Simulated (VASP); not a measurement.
# BaPbO3 in VASP: notebook

The runs below take BaPbO3 through single point, with LDA.

Program: VASP 6.6.1. These are calculated values, not measurements. Logs are shortened: lines on timing, memory, paths and dates and some standing lists are left out, and cuts for length are marked.

## 1. The cell of the first run

It takes space group Pm-3m (No. 221, cubic). The conventional cell has a = 4.362 Å, b = 4.362 Å, c = 4.362 Å, α = 90.00°, β = 90.00°, γ = 90.00°. Ba (site symmetry m-3m) has 12 O at 3.08 Å and 8 Pb at 3.78 Å within 4.1 Å. Pb (site symmetry m-3m) has 6 O at 2.18 Å within 2.9 Å. O (site symmetry 4/mmm) has 2 Pb at 2.18 Å within 2.9 Å.

## 2. Single point, LDA

INCAR reads:

```
  PREC = Accurate
  ENCUT = 520
  EDIFF = 1E-7
  ISMEAR = 0
  SIGMA = 0.01
  LREAL = F
  LASPH = T
  NELM = 60
  ALGO = Normal
  ISIF = 2
  LWAVE = F
  LCHARG = F
  GGA = CA
  NBANDS = 29
```

KPOINTS reads:

```
Automatic mesh
0
Gamma
  3 3 3
  0.5 0.5 0.5
```

POSCAR reads:

```
BaPbO3
1.0
    4.3622200000      0.0000000000      0.0000000000
    0.0000000000      4.3622200000      0.0000000000
    0.0000000000      0.0000000000      4.3622200000
Ba Pb O
1 1 3
Direct
    0.5000000000      0.5000000000      0.5000000000
    0.0000000000      0.0000000000      0.0000000000
    0.0000000000      0.5000000000      0.0000000000
    0.0000000000      0.0000000000      0.5000000000
    0.5000000000      0.0000000000      0.0000000000
```

Potentials or basis: VASP PAW LDA potentials, release 64 (Ba_sv, Pb_d, O).

The run is started by

```
> cat potpaw_LDA.64/Ba_sv/POTCAR potpaw_LDA.64/Pb_d/POTCAR potpaw_LDA.64/O/POTCAR > POTCAR
> mpirun -np 1 vasp_std > vasp.out
```

OUTCAR:

```text
PREC = Accurate
   ENCUT = 520
   EDIFF = 1E-7
   ISMEAR = 0
   LREAL = F
   LASPH = T
   NELM = 60
   ISIF = 2
   GGA = CA

 ion  position               nearest neighbor table
   1  0.500  0.500  0.500-   3 3.08   4 3.08   5 3.08   3 3.08   5 3.08   4 3.08   5 3.08   5 3.08
                             3 3.08   4 3.08   3 3.08   4 3.08   2 3.78   2 3.78   2 3.78   2 3.78
   2  0.000  0.000  0.000-   3 2.18   4 2.18   5 2.18   4 2.18   3 2.18   5 2.18   1 3.78   1 3.78
                             1 3.78   1 3.78   1 3.78   1 3.78   1 3.78   1 3.78
   3  0.000  0.500  0.000-   2 2.18   2 2.18   1 3.08   1 3.08   1 3.08   1 3.08
   4  0.000  0.000  0.500-   2 2.18   2 2.18   1 3.08   1 3.08   1 3.08   1 3.08
   5  0.500  0.000  0.000-   2 2.18   2 2.18   1 3.08   1 3.08   1 3.08   1 3.08

  LATTYP: Found a simple cubic cell.
 ALAT       =     4.3622200000

  Lattice vectors:

 A1 = (   4.3622200000,   0.0000000000,   0.0000000000)
 A2 = (   0.0000000000,   4.3622200000,   0.0000000000)
 A3 = (   0.0000000000,   0.0000000000,   4.3622200000)

Analysis of symmetry for initial positions (statically):
=====================================================================
 Subroutine PRICEL returns:
 Original cell was already a primitive cell.

 Routine SETGRP: Setting up the symmetry group for a
 simple cubic supercell.

 Subroutine GETGRP returns: Found 48 space group operations
 (whereof 48 operations were pure point group operations)
 out of a pool of 48 trial point group operations.

The static configuration has the point symmetry O_h .

Analysis of symmetry for dynamics (positions and initial velocities):
=====================================================================
 Subroutine PRICEL returns:
 Original cell was already a primitive cell.

 Routine SETGRP: Setting up the symmetry group for a
 simple cubic supercell.

 Subroutine GETGRP returns: Found 48 space group operations
 (whereof 48 operations were pure point group operations)
 out of a pool of 48 trial point group operations.

The dynamic configuration has the point symmetry O_h .

 Subroutine INISYM returns: Found 48 space group operations
 (whereof 48 operations are pure point group operations),
 and found     1 'primitive' translations

----------------------------------------------------------------------------------------

                                     Primitive cell
[... 76 lines left out ...]
   EDIFF  = 0.1E-06   stopping-criterion for ELM
   LREAL  =      F    real-space projection
   EDIFFG = 0.1E-05   stopping-criterion for IOM
   NSW    =      0    number of steps for IOM
   IBRION =     -1    ionic relax: 0-MD 1-quasi-New 2-CG
   NFREE  =      0    steps in history (QN), initial steepest desc. (CG)
   ISIF   =      2    stress and relaxation
   ISYM   =      2    0-nonsym 1-usesym 2-fastsym
   POTIM  = 0.5000    time-step for ionic-motion
   TEBEG  =    0.0;   TEEND  =   0.0 temperature during run
   PSTRESS=    0.0 pullay stress
   NELECT =      42.0000    total number of electrons
   NUPDOWN=      -1.0000    fix difference up-down
   EMIN   =  10.00;   EMAX   =-10.00  energy-range for DOS
   EFERMI =   0.00;   METHOD = LEGACY
   ISMEAR =     0;   SIGMA  =   0.01  broadening in eV -4-tet -1-fermi 0-gaus
   EFERMI_NEDOS =   21; number of points for ismear=-14 and -15
   IALGO  =     38    algorithm
   IMIX   =      4    mixing-type and parameters
     AMIX     =   0.40;   BMIX     =  1.00
     AMIX_MAG =   1.60;   BMIX_MAG =  1.00
  volume/ion in A,a.u.               =      16.60       112.03
  Fermi-wavevector in a.u.,A,eV,Ry     =   1.304519  2.465183 23.153979  1.701769
  Thomas-Fermi vector in A             =   2.435449
   LORBIT       =      0    0 simple, 1 ext, 2 COOP (PROOUT), +10 PAW based schemes
   GGA     = CA    functional components
   LHFCALC =     F    Hartree Fock is set to
   AEXX    =    0.0000 exact exchange contribution
   IVDW    =     0    specifies the selected vdW correction
   LEPSILON=     F    determine dielectric tensor
   LRPA    =     F    only Hartree local field effects (RPA)
 non-spin polarized calculation
 Gauss-broadening in eV      SIGMA  =   0.01
  energy-cutoff  :      520.00
  volume of cell :       83.01
 maximum number of plane-waves:      2272
 NGX is ok and might be reduce to    32
   NGX = 17   NGY = 17   NGZ = 17

 number of electron      41.9999975 magnetization

 Free energy of the ion-electron system (eV)
  ---------------------------------------------------
  ext. energy  EPLUGINS =         0.00000000
  ---------------------------------------------------
  free energy    TOTEN  =       -32.25782191 eV

  energy without entropy =      -32.25782191  energy(sigma->0) =      -32.25782191

 E-fermi :   2.8722     XC(G=0): -10.8180

 val. band max:        2.8171316469   @ k =   0.5000   0.5000   0.5000
 cond. band min:       3.6601681516   @ k =   0.1667   0.1667   0.1667
 fundamental gap:      0.8430365047
 Fermi energy:         2.8721783466

 k-point     1 :       0.1667    0.1667    0.1667
  band No.  band energies     occupation
      1     -22.5138      2.00000
      2     -14.2954      2.00000
      3     -14.2954      2.00000
      4     -13.9405      2.00000
      5     -12.3107      2.00000
      6     -12.3107      2.00000
[... 117 lines left out ...]
     28      12.2559      0.00000
     29      12.5641      0.00000

------------------------ aborting loop because EDIFF is reached ----------------------------------------

  FORCE on cell =-STRESS in cart. coord.  units (eV):
  Direction    XX          YY          ZZ          XY          YZ          ZX
  --------------------------------------------------------------------------------------
  -------------------------------------------------------------------------------------
  Total       -4.4420893     -4.4420893     -4.4420893      0.0000000     -0.0000000      0.0000000
  in kB      -85.7383605    -85.7383605    -85.7383605      0.0000000     -0.0000000      0.0000000
  external PRESSURE =     -85.7383605 kB  Pullay stress =       0.0000000 kB

 VOLUME and BASIS-vectors are now :
 -----------------------------------------------------------------------------
  energy-cutoff  :      520.00
  volume of cell :       83.01
      direct lattice vectors                 reciprocal lattice vectors
     4.362220000  0.000000000  0.000000000     0.229241074  0.000000000  0.000000000
     0.000000000  4.362220000  0.000000000     0.000000000  0.229241074  0.000000000
     0.000000000  0.000000000  4.362220000     0.000000000  0.000000000  0.229241074

 POSITION                                       TOTAL-FORCE (eV/Angst)
 -----------------------------------------------------------------------------------
      2.18111      2.18111      2.18111         0.000000      0.000000      0.000000
      0.00000      0.00000      0.00000         0.000000      0.000000      0.000000
      0.00000      2.18111      0.00000         0.000000      0.000000      0.000000
      0.00000      0.00000      2.18111         0.000000      0.000000      0.000000
      2.18111      0.00000      0.00000         0.000000      0.000000      0.000000
 -----------------------------------------------------------------------------------
    total drift:                                0.000000      0.000000     -0.000000

  FREE ENERGIE OF THE ION-ELECTRON SYSTEM (eV)
  ---------------------------------------------------
  free  energy   TOTEN  =       -32.2578219088 eV

  energy  without entropy=      -32.2578219088  energy(sigma->0) =      -32.25782191
```

stdout:

```text
POSCAR found type information on POSCAR BaPbO
 POSCAR found :  3 types and       5 ions
 scaLAPACK will be used
 LDA part: xc-table for (Slater(with rela. corr.)+CA(PZ))
 , standard interpolation
 POSCAR, INCAR and KPOINTS ok, starting setup
 FFT: planning ... GRIDC
 FFT: planning ... GRID_SOFT
 FFT: planning ... GRID
 WAVECAR not read
 entering main loop
```

It took 10 s on 1 thread of Intel Xeon Platinum 8488C (Sapphire Rapids), shared host; peak memory 0.15 GiB.

What came out:

```yaml
Free_energy: -32.2578 eV
Pressure: -8.6 GPa
Band_gap_on_the_k_mesh: 0.84 eV, indirect (least direct gap 1.37 eV)
```

Levels at points of the mesh, in eV from the valence-band top:
| k point | band 17 | band 18 | band 19 | band 20 | band 21 | band 22 | band 23 | band 24 | band 25 | band 26 |
| --- | --- | --- | --- | --- | --- | --- | --- | --- | --- | --- |
| (0.50, 0.50, 0.50) | -0.17 | -0.17 | 0.00 | 0.00 | 0.00 | 4.54 | 4.54 | 4.54 | 6.04 | 8.58 |

Caveat: spin-orbit coupling is left out, which moves the levels of the heavy elements. A k mesh can miss the band edges.

## 3. Single point, LDA

INCAR reads:

```
PREC = Accurate
ENCUT = 520
EDIFF = 1E-7
ISMEAR = 0
SIGMA = 0.01
LREAL = F
LASPH = T
NELM = 60
ALGO = Normal
ISIF = 2
LWAVE = F
LCHARG = F
GGA = CA
NBANDS = 29
```

KPOINTS is that of step 2.

Edit POSCAR of step 2 so:

```diff
@@ -8,3 +8,3 @@
 Direct
-    0.5000000000      0.5000000000      0.5000000000
+    0.5000000000      0.5000000000      0.5100000000
     0.0000000000      0.0000000000      0.0000000000
```

Potentials or basis: VASP PAW LDA potentials, release 64 (Ba_sv, Pb_d, O).

The run is started by

```
> cat potpaw_LDA.64/Ba_sv/POTCAR potpaw_LDA.64/Pb_d/POTCAR potpaw_LDA.64/O/POTCAR > POTCAR
> mpirun -np 1 vasp_std > vasp.out
```

Wall time 12 s (1 thread of Intel Xeon Platinum 8488C (Sapphire Rapids), shared host); peak memory 0.16 GiB.

Results (log left out):

| Property | Result |
| --- | --- |
| Free energy | -32.2565 eV |
| Pressure | -8.6 GPa |
| Largest force | 0.102 eV/Å |
| Band gap on the k mesh | 0.84 eV, indirect (least direct gap 1.37 eV) |

Forces on the atoms (eV/Å):
```
Ba   0.000  0.000 -0.061
Pb   0.000  0.000  0.102
O    0.000  0.000 -0.035
O    0.000  0.000  0.030
O    0.000  0.000 -0.035
```

Levels at points of the mesh, in eV from the valence-band top:
| k point | band 17 | band 18 | band 19 | band 20 | band 21 | band 22 | band 23 | band 24 | band 25 | band 26 |
| --- | --- | --- | --- | --- | --- | --- | --- | --- | --- | --- |
| (0.50, 0.50, 0.50) | -0.17 | -0.17 | 0.00 | 0.00 | 0.00 | 4.54 | 4.54 | 4.54 | 6.04 | 8.58 |

Caveat: spin-orbit coupling is left out, which moves the levels of the heavy elements. A k mesh can miss the band edges.

## 4. Single point, LDA

INCAR reads:

```
ALGO     = Normal         # electronic algorithm
EDIFF    = 1E-6           # SCF threshold, eV
ENCUT    = 520            # plane-wave cutoff, eV
GGA      = CA             # functional
ISIF     = 2              # what is computed and relaxed
ISMEAR   = 0              # smearing method
LASPH    = T              # aspherical terms in the spheres
LCHARG   = F              # write CHGCAR
LREAL    = F              # projectors in reciprocal space
LWAVE    = F              # write WAVECAR
NBANDS   = 29             # bands
NELM     = 100            # most SCF steps
PREC     = Accurate       # precision mode
SIGMA    = 0.01           # smearing width, eV
```

KPOINTS is that of step 3.

Edit POSCAR of step 3 so:

```diff
@@ -8,3 +8,3 @@
 Direct
-    0.5000000000      0.5000000000      0.5100000000
+    0.5000000000      0.5000000000      0.5200000000
     0.0000000000      0.0000000000      0.0000000000
```

The run is started by

```
> cat potpaw_LDA.64/Ba_sv/POTCAR potpaw_LDA.64/Pb_d/POTCAR potpaw_LDA.64/O/POTCAR > POTCAR
> mpirun -np 1 vasp_std > vasp.out
```

Wall time 9.2 s (1 thread of Intel Xeon Platinum 8488C (Sapphire Rapids), shared host); peak memory 0.16 GiB.

The run converged. Its results:

```yaml
Free_energy: -32.2525 eV
Pressure: -8.5 GPa
Largest_force: 0.203 eV/Å
Band_gap_on_the_k_mesh: 0.84 eV, indirect (least direct gap 1.36 eV)
```

Forces on the atoms (eV/Å):
```
Ba   0.000  0.000 -0.124
Pb   0.000  0.000  0.203
O    0.000  0.000 -0.069
O    0.000  0.000  0.060
O    0.000  0.000 -0.069
```

Levels at points of the mesh, in eV from the valence-band top:
```
           k point  band 19  band 20  band 21  band 22  band 23  band 24
(0.50, 0.50, 0.50)    -0.01     0.00     0.00     4.54     4.55     4.55
```

Caveat: spin-orbit coupling is left out, which moves the levels of the heavy elements. A hybrid or GW would open this gap; LDA tends to underestimate it.
